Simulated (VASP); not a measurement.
# Mo (Im-3m) in VASP: a series of runs

The runs below take Mo through single point, with PBE.

All numbers are computed with VASP 6.6.1; they aren't measurements. Logs are shortened: lines on timing, memory, paths and dates and some standing lists are left out, and cuts for length are marked.

### Step 1. The cell of the first run

The structure is cubic, space group Im-3m (No. 229). The conventional cell has a = 3.119 Å, b = 3.119 Å, c = 3.119 Å, α = 90.00°, β = 90.00°, γ = 90.00°. Mo (site symmetry m-3m) has 14 Mo at 2.70 to 3.12 Å within 3.6 Å.

### Step 2. Single point, PBE

INCAR

```
SYSTEM = Mo
PREC = Accurate
ENCUT = 520
EDIFF = 1E-7
ISMEAR = 1
SIGMA = 0.15
LREAL = .False.
LASPH = .True.
NELM = 100
ALGO = Normal
ISIF = 2
LWAVE = .False.
LCHARG = .False.
GGA = PE
NBANDS = 13
```

KPOINTS

```
Automatic mesh
0
Gamma
  13 13 13
  0 0 0
```

POSCAR

```
Mo
1.0
   -1.5593028945      1.5593028945      1.5593028945
    1.5593028945     -1.5593028945      1.5593028945
    1.5593028945      1.5593028945     -1.5593028945
Mo
1
Direct
    0.0000000000      0.0000000000      0.0000000000
```

Potentials or basis: VASP PAW PBE potentials, release 64 (Mo_sv).

The run is started by

```sh
cat potpaw_PBE.64/Mo_sv/POTCAR > POTCAR
mpirun -np 1 vasp_std > vasp.out
```

OUTCAR:

```text
SYSTEM = Mo
   PREC = Accurate
   ENCUT = 520
   EDIFF = 1E-7
   ISMEAR = 1
   LREAL = .False.
   LASPH = .True.
   NELM = 100
   ISIF = 2
   GGA = PE

 ion  position               nearest neighbor table
   1  0.000  0.000  0.000-

  LATTYP: Found a body centered cubic cell.
 ALAT       =     3.1186057890

  Lattice vectors:

 A1 = (  -1.5593028945,   1.5593028945,   1.5593028945)
 A2 = (   1.5593028945,  -1.5593028945,   1.5593028945)
 A3 = (   1.5593028945,   1.5593028945,  -1.5593028945)

Analysis of symmetry for initial positions (statically):
=====================================================================
 Subroutine PRICEL returns:
 Original cell was already a primitive cell.

 Routine SETGRP: Setting up the symmetry group for a
 body centered cubic supercell.

 Subroutine GETGRP returns: Found 48 space group operations
[... 9 lines left out ...]

 Routine SETGRP: Setting up the symmetry group for a
 body centered cubic supercell.

 Subroutine GETGRP returns: Found 48 space group operations
[... 11 lines left out ...]
                                     Primitive cell

  volume of cell :      15.1653

  direct lattice vectors                    reciprocal lattice vectors
    -1.559302895  1.559302895  1.559302895     0.000000000  0.320656110  0.320656110
     1.559302895 -1.559302895  1.559302895     0.320656110  0.000000000  0.320656110
     1.559302895  1.559302895 -1.559302895     0.320656110  0.320656110  0.000000000

  length of vectors
     2.700791838  2.700791838  2.700791838     0.453476219  0.453476219  0.453476219

  position of ions in fractional coordinates (direct lattice)
     0.000000000  0.000000000  0.000000000

  ion indices of the primitive-cell ions
   primitive index   ion index
                 1           1

----------------------------------------------------------------------------------------

 KPOINTS: Automatic mesh

Automatic generation of k-mesh.
 Grid dimensions read from file:
 generate k-points for:   13   13   13

 Generating k-lattice:

  Cartesian coordinates                     Fractional coordinates (reciprocal lattice)
     0.000000000  0.024665855  0.024665855     0.076923077  0.000000000  0.000000000
     0.024665855  0.000000000  0.024665855     0.000000000  0.076923077  0.000000000
     0.024665855  0.024665855  0.000000000     0.000000000  0.000000000  0.076923077

  Length of vectors
     0.034882786  0.034882786  0.034882786

  Shift w.r.t. Gamma in fractional coordinates (k-lattice)
     0.000000000  0.000000000  0.000000000

 Subroutine IBZKPT returns following result:
 ===========================================

 Found     84 irreducible k-points:

 Following reciprocal coordinates:
            Coordinates               Weight
  0.000000  0.000000  0.000000      1.000000
  0.076923  0.000000  0.000000     12.000000
  0.153846  0.000000  0.000000     12.000000
  0.230769  0.000000  0.000000     12.000000
  0.307692  0.000000  0.000000     12.000000
  0.384615  0.000000  0.000000     12.000000
[... 16 lines left out ...]
  0.153846  0.076923  0.076923     24.000000
  0.230769  0.076923  0.076923     24.000000
 [... further k-points ...]
   k-points           NKPTS =     84   k-points in BZ     NKDIM =     84   number of bands    NBANDS=     13
   number of dos      NEDOS =    301   number of ions     NIONS =      1
   total plane-waves  NPLWV =   8000
   dimension x,y,z NGX =    20 NGY =   20 NGZ =   20
   dimension x,y,z NGXF=    40 NGYF=   40 NGZF=   40
   ions per type =               1
   NGX,Y,Z   is equivalent  to a cutoff of  12.31, 12.31, 12.31 a.u.
   NGXF,Y,Z  is equivalent  to a cutoff of  24.62, 24.62, 24.62 a.u.
 SYSTEM =  Mo
   PREC   = accura    normal or accurate (medium, high low for compatibility)
   ISTART =      0    job   : 0-new  1-cont  2-samecut
   ICHARG =      2    charge: 1-file 2-atom 10-const
   ISPIN  =      1    spin polarized calculation?
   LNONCOLLINEAR =      F non collinear calculations
   LSORBIT =      F    spin-orbit coupling
   LASPH  =      T    aspherical Exc in radial PAW
   ENCUT  =  520.0 eV  38.22 Ry    6.18 a.u.   5.02  5.02  5.02*2*pi/ulx,y,z
   NELM   =    100;   NELMIN=  2; NELMDL= -5     # of ELM steps
   EDIFF  = 0.1E-06   stopping-criterion for ELM
   LREAL  =      F    real-space projection
   EDIFFG = 0.1E-05   stopping-criterion for IOM
   NSW    =      0    number of steps for IOM
   IBRION =     -1    ionic relax: 0-MD 1-quasi-New 2-CG
   NFREE  =      0    steps in history (QN), initial steepest desc. (CG)
   ISIF   =      2    stress and relaxation
   ISYM   =      2    0-nonsym 1-usesym 2-fastsym
   POTIM  = 0.5000    time-step for ionic-motion
   TEBEG  =    0.0;   TEEND  =   0.0 temperature during run
   PSTRESS=    0.0 pullay stress
   NELECT =      14.0000    total number of electrons
   NUPDOWN=      -1.0000    fix difference up-down
   EMIN   =  10.00;   EMAX   =-10.00  energy-range for DOS
   EFERMI =   0.00;   METHOD = LEGACY
   ISMEAR =     1;   SIGMA  =   0.15  broadening in eV -4-tet -1-fermi 0-gaus
   EFERMI_NEDOS =   21; number of points for ismear=-14 and -15
   IALGO  =     38    algorithm
   IMIX   =      4    mixing-type and parameters
     AMIX     =   0.40;   BMIX     =  1.00
     AMIX_MAG =   1.60;   BMIX_MAG =  1.00
  volume/ion in A,a.u.               =      15.17       102.34
  Fermi-wavevector in a.u.,A,eV,Ry     =   1.594044  3.012307 34.572090  2.540977
  Thomas-Fermi vector in A             =   2.692180
   LORBIT       =      0    0 simple, 1 ext, 2 COOP (PROOUT), +10 PAW based schemes
   GGA     = PE    functional components
   LHFCALC =     F    Hartree Fock is set to
   AEXX    =    0.0000 exact exchange contribution
   IVDW    =     0    specifies the selected vdW correction
   LEPSILON=     F    determine dielectric tensor
   LRPA    =     F    only Hartree local field effects (RPA)
 non-spin polarized calculation
 Methfessel and Paxton  Order N= 1 SIGMA  =   0.15
  energy-cutoff  :      520.00
  volume of cell :       15.17
 maximum number of plane-waves:       420
   NGX =  9   NGY =  9   NGZ =  9

 number of electron      13.9999997 magnetization

 Free energy of the ion-electron system (eV)
  ---------------------------------------------------
  ext. energy  EPLUGINS =         0.00000000
  ---------------------------------------------------
  free energy    TOTEN  =       -10.91474461 eV

  energy without entropy =      -10.91384225  energy(sigma->0) =      -10.91444382

 E-fermi :  13.2395     XC(G=0): -13.5615

 val. band max:       13.1807447097   @ k =  -0.3077   0.3077   0.1538
 cond. band min:      13.2399287259   @ k =  -0.2308   0.3077   0.0769
 fundamental gap:      0.0591840162
 Fermi energy:        13.2394858612

 k-point     1 :       0.0000    0.0000    0.0000
  band No.  band energies     occupation
      1     -48.1940      2.00000
      2     -21.3873      2.00000
      3     -21.3873      2.00000
      4     -21.3873      2.00000
      5       5.7547      2.00000
      6      11.6656      2.00000
      7      11.6656      2.00000
      8      11.6656      2.00000
      9      14.8067     -0.00000
     10      14.8067     -0.00000
     11      27.9634      0.00000
     12      27.9634      0.00000
     13      27.9634      0.00000

 k-point     2 :       0.0769    0.0000    0.0000
  band No.  band energies     occupation
      1     -48.1773      2.00000
      2     -21.4821      2.00000
      3     -21.4163      2.00000
      4     -21.3881      2.00000
      5       6.0240      2.00000
      6      11.5121      2.00000
      7      11.6375      2.00000
      8      11.9210      2.00000
      9      14.5856     -0.00000
     10      14.8106     -0.00000
     11      28.1657      0.00000
     12      28.4198      0.00000
     13      28.5063      0.00000

 k-point     3 :       0.1538    0.0000    0.0000
  band No.  band energies     occupation
      1     -48.1307      2.00000
      2     -21.7399      2.00000
      3     -21.4961      2.00000
      4     -21.3902      2.00000
      5       6.7461      2.00000
      6      11.1139      2.00000
      7      11.5075      2.00000
      8      12.6672      2.00000
      9      14.2376     -0.00000
     10      14.8414     -0.00000
     11      28.5215      0.00000
     12      29.6094      0.00000
     13      29.7180      0.00000

 k-point     4 :       0.2308    0.0000    0.0000
  band No.  band energies     occupation
      1     -48.0643      2.00000
      2     -22.0925      2.00000
      3     -21.6068      2.00000
      4     -21.3934      2.00000
      5       7.5898      2.00000
      6      10.6078      2.00000
      7      11.4225      2.00000
      8      13.8390     -0.00000
      9      14.2079     -0.00000
     10      14.9367     -0.00000
     11      28.2574      0.00000
     12      29.8420      0.00000
     13      31.6905      0.00000

 k-point     5 :       0.3077    0.0000    0.0000
  band No.  band energies     occupation
      1     -47.9930      2.00000
      2     -22.4544      2.00000
      3     -21.7221      2.00000
      4     -21.3968      2.00000
      5       7.9490      2.00000
      6      10.1255      2.00000
      7      12.0289      2.00000
      8      14.4873     -0.00000
      9      15.1121     -0.00000
     10      15.3081     -0.00000
     11      27.1339      0.00000
     12      28.5148      0.00000
     13      34.1323      0.00000
[... 257 lines left out ...]
 k-point    22 :       0.0769    0.0769    0.0769
  band No.  band energies     occupation
      1     -48.1033      2.00000
      2     -21.9132      2.00000
      3     -21.4551      2.00000
      4     -21.4551      2.00000
      5       7.1940      2.00000
      6      10.9625      2.00000
      7      10.9625      2.00000
      8      13.5123     -0.02745
      9      14.5605     -0.00000
     10      14.5605     -0.00000
     11      29.0347      0.00000
     12      29.7465      0.00000
     13      29.7465      0.00000

 k-point    23 :       0.1538    0.0769    0.0769
  band No.  band energies     occupation
      1     -48.0430      2.00000
      2     -22.2071      2.00000
      3     -21.5742      2.00000
      4     -21.4650      2.00000
      5       8.0689      2.00000
      6      10.4570      2.00000
      7      10.7026      2.00000
      8      14.4441     -0.00000
      9      14.8685     -0.00000
     10      14.9253     -0.00000
     11      28.9159      0.00000
     12      29.6396      0.00000
     13      30.5237      0.00000

 k-point    24 :       0.2308    0.0769    0.0769
  band No.  band energies     occupation
      1     -47.9784      2.00000
      2     -22.4879      2.00000
      3     -21.7234      2.00000
      4     -21.4756      2.00000
      5       8.4996      2.00000
      6      10.0251      2.00000
      7      11.1429      2.00000
      8      14.5971     -0.00000
      9      15.1416     -0.00000
     10      16.5833      0.00000
     11      27.6380      0.00000
     12      28.3332      0.00000
     13      32.4507      0.00000

 [... further k-points ...]
[... 5 lines left out ...]
  --------------------------------------------------------------------------------------
  -------------------------------------------------------------------------------------
  Total        1.0890933      1.0890933      1.0890933     -0.0000000      0.0000000      0.0000000
  in kB      115.0599601    115.0599601    115.0599601     -0.0000000      0.0000000      0.0000000
  external PRESSURE =     115.0599601 kB  Pullay stress =       0.0000000 kB

 VOLUME and BASIS-vectors are now :
 -----------------------------------------------------------------------------
  energy-cutoff  :      520.00
  volume of cell :       15.17
      direct lattice vectors                 reciprocal lattice vectors
    -1.559302895  1.559302895  1.559302895     0.000000000  0.320656110  0.320656110
     1.559302895 -1.559302895  1.559302895     0.320656110  0.000000000  0.320656110
     1.559302895  1.559302895 -1.559302895     0.320656110  0.320656110  0.000000000

 POSITION                                       TOTAL-FORCE (eV/Angst)
 -----------------------------------------------------------------------------------
      0.00000      0.00000      0.00000        -0.000000     -0.000000      0.000000
 -----------------------------------------------------------------------------------
    total drift:                                0.000000     -0.000000      0.000000

  FREE ENERGIE OF THE ION-ELECTRON SYSTEM (eV)
  ---------------------------------------------------
  free  energy   TOTEN  =       -10.9147446089 eV

  energy  without entropy=      -10.9138422459  energy(sigma->0) =      -10.91444382
```

Wall time 10 s (1 thread of AMD EPYC 7R13 (Zen 3), shared host); peak memory 0.1 GiB.

Results:

```
Free energy            : -10.9147 eV
Pressure               : 11.5 GPa
Band gap on the k mesh : zero (band 7 reaches 16.85 eV, above the bottom of band 8 at 11.67 eV)
```

Levels at points of the mesh, in eV from the Fermi level:
```tsv
k point	band 3	band 4	band 5	band 6	band 7	band 8	band 9	band 10	band 11	band 12
(0.00, 0.00, 0.00)	-34.63	-34.63	-7.48	-1.57	-1.57	-1.57	1.57	1.57	14.72	14.72
```

### Step 3. Single point, PBE

This run uses another cell than the first one, of 15.58 Å³/atom, 1.027 times its volume.

INCAR

```
PREC = Accurate
ENCUT = 520
EDIFF = 1E-6
ISMEAR = 1
SIGMA = 0.15
LREAL = F
LASPH = T
NELM = 60
ALGO = Normal
ISIF = 2
LWAVE = F
LCHARG = T
GGA = PE
LELF = T
LVHAR = T
NBANDS = 13
```

KPOINTS

```
Automatic mesh
0
Gamma
  13 13 13
```

POSCAR

```
Mo
1.0
   -1.5734150000      1.5734150000      1.5734150000
    1.5734150000     -1.5734150000      1.5734150000
    1.5734150000      1.5734150000     -1.5734150000
Mo
1
Direct
    0.0000000000      0.0000000000      0.0000000000
```

Potentials or basis: VASP PAW PBE potentials, release 64 (Mo_sv).

The run is started by

```sh
cat potpaw_PBE.64/Mo_sv/POTCAR > POTCAR
mpirun -np 1 vasp_std > vasp.out
```

Run time: 9.1 s. Hardware: 1 thread of AMD EPYC 7R13 (Zen 3), shared host; peak memory 0.1 GiB.

The run converged. Its results:

```yaml
Free_energy: -10.9344 eV
Pressure: 3.7 GPa
Band_gap_on_the_k_mesh: zero (band 7 reaches 16.27 eV, above the bottom of band 8 at 11.28 eV)
```

Levels at points of the mesh, in eV from the Fermi level:
```csv
k point,band 5,band 6,band 7,band 8,band 9,band 10
"(0.00, 0.00, 0.00)",-7.39,-1.51,-1.51,-1.51,1.52,1.52
```

### Step 4. Single point, PBE

This run uses another cell than the first one, of 16.00 Å³/atom, 1.055 times its volume.

INCAR

```
SYSTEM = Mo
PREC = Accurate ; ENCUT = 520
EDIFF = 1E-6 ; ISMEAR = 1
SIGMA = 0.15 ; LREAL = .False.
LASPH = .True. ; NELM = 100
ALGO = Normal ; ISIF = 2
LWAVE = .False. ; LCHARG = .True.
GGA = PE ; LELF = .True.
LVHAR = .True. ; NBANDS = 13
```

KPOINTS

```
Automatic mesh
0
Gamma
  13 13 13
  0 0 0
```

POSCAR

```
Mo
1.0
   -1.5872784016      1.5872784016      1.5872784016
    1.5872784016     -1.5872784016      1.5872784016
    1.5872784016      1.5872784016     -1.5872784016
Mo
1
Direct
    0.0000000000      0.0000000000      0.0000000000
```

The run is started by

```sh
cat potpaw_PBE.64/Mo_sv/POTCAR > POTCAR
mpirun -np 1 vasp_std > vasp.out
```

Wall time 9.2 s (1 thread of AMD EPYC 7R13 (Zen 3), shared host); peak memory 0.1 GiB.

It converged, with:

* Free energy: -10.9352 eV
* Pressure: -3.0 GPa
* Band gap on the k mesh: zero (band 7 reaches 15.71 eV, above the bottom of band 8 at 10.90 eV)

Levels at points of the mesh, in eV from the Fermi level:
```
           k point  band 4  band 5  band 6  band 7  band 8  band 9  band 10  band 11
(0.00, 0.00, 0.00)  -34.73   -7.29   -1.46   -1.46   -1.46    1.49     1.49    14.66
```

### Step 5. Single point, PBE

This run uses another cell than the first one, of 16.41 Å³/atom, 1.082 times its volume.

INCAR

```
SYSTEM = Mo
ALGO = Normal
EDIFF = 1E-6
ENCUT = 520
GGA = PE
ISIF = 2
ISMEAR = 1
LASPH = .True.
LCHARG = .True.
LELF = .True.
LREAL = .False.
LVHAR = .True.
LWAVE = .False.
NBANDS = 13
NELM = 80
PREC = Accurate
SIGMA = 0.15
```

KPOINTS

```
k-points
0
Gamma
  13 13 13
  0 0 0
```

POSCAR

```
Mo
1.0
   -1.6009037753      1.6009037753      1.6009037753
    1.6009037753     -1.6009037753      1.6009037753
    1.6009037753      1.6009037753     -1.6009037753
Mo
1
Direct
    0.0000000000      0.0000000000      0.0000000000
```

The run is started by

```sh
cat potpaw_PBE.64/Mo_sv/POTCAR > POTCAR
mpirun -np 1 vasp_std > vasp.out
```

Wall time 14 s (1 thread of AMD EPYC 7R13 (Zen 3), shared host); peak memory 0.12 GiB.

The run converged. Its results:

| Property | Result |
| --- | --- |
| Free energy | -10.9198 eV |
| Pressure | -8.9 GPa |
| Band gap on the k mesh | zero (band 7 reaches 15.18 eV, above the bottom of band 8 at 10.54 eV) |

Levels at points of the mesh, in eV from the Fermi level:
```csv
k point,band 5,band 6,band 7,band 8,band 9,band 10
"(0.00, 0.00, 0.00)",-7.19,-1.40,-1.40,-1.40,1.45,1.45
```

### Step 6. Single point, PBE

This run uses another cell than the first one, of 16.83 Å³/atom, 1.110 times its volume.

INCAR

```
PREC = Accurate
ENCUT = 520
EDIFF = 1E-6
ISMEAR = 1
SIGMA = 0.15
LREAL = False
LASPH = True
NELM = 60
ALGO = Normal
ISIF = 2
LWAVE = False
LCHARG = True
GGA = PE
LELF = True
LVHAR = True
NBANDS = 13
```

KPOINTS

```
regular mesh
0
Gamma
  13 13 13
```

POSCAR

```
Mo
1.0
   -1.6143010825      1.6143010825      1.6143010825
    1.6143010825     -1.6143010825      1.6143010825
    1.6143010825      1.6143010825     -1.6143010825
Mo
1
Direct
    0.0000000000      0.0000000000      0.0000000000
```

Potentials or basis: VASP PAW PBE potentials, release 64 (Mo_sv).

The run is started by

```sh
cat potpaw_PBE.64/Mo_sv/POTCAR > POTCAR
mpirun -np 1 vasp_std > vasp.out
```

Run time: 15 s. Hardware: 1 thread of AMD EPYC 7R13 (Zen 3), shared host; peak memory 0.12 GiB.

The run converged. Its results:

| Quantity | Value |
| --- | --- |
| Free energy | -10.8901 eV |
| Pressure | -14.0 GPa |
| Band gap on the k mesh | zero (band 7 reaches 14.68 eV, above the bottom of band 8 at 10.20 eV) |

Levels at points of the mesh, in eV from the Fermi level:
| k point | band 4 | band 5 | band 6 | band 7 | band 8 | band 9 | band 10 | band 11 |
| --- | --- | --- | --- | --- | --- | --- | --- | --- |
| (0.00, 0.00, 0.00) | -34.82 | -7.08 | -1.35 | -1.35 | -1.35 | 1.42 | 1.42 | 14.60 |

### Step 7. The runs side by side

| cell | gap on the mesh (eV) | pressure (GPa) |
| --- | --- | --- |
| a = 2.701 Å, angles 109.5°, 1 atom | none | 11.5 |
| a = 2.725 Å, angles 109.5°, 1 atom | none | 3.7 |
| a = 2.749 Å, angles 109.5°, 1 atom | none | -3.0 |
| a = 2.773 Å, angles 109.5°, 1 atom | none | -8.9 |
| a = 2.796 Å, angles 109.5°, 1 atom | none | -14.0 |

Alike in all rows: task single point; level PBE; potentials or basis VASP PAW PBE potentials, release 64 (Mo_sv); no spin polarisation; k mesh 13 × 13 × 13; cutoff (eV) 520; smearing methfessel-paxton 0.15 eV.

Total energies depend on the potentials used, so only differences within one code and one set of settings carry meaning.
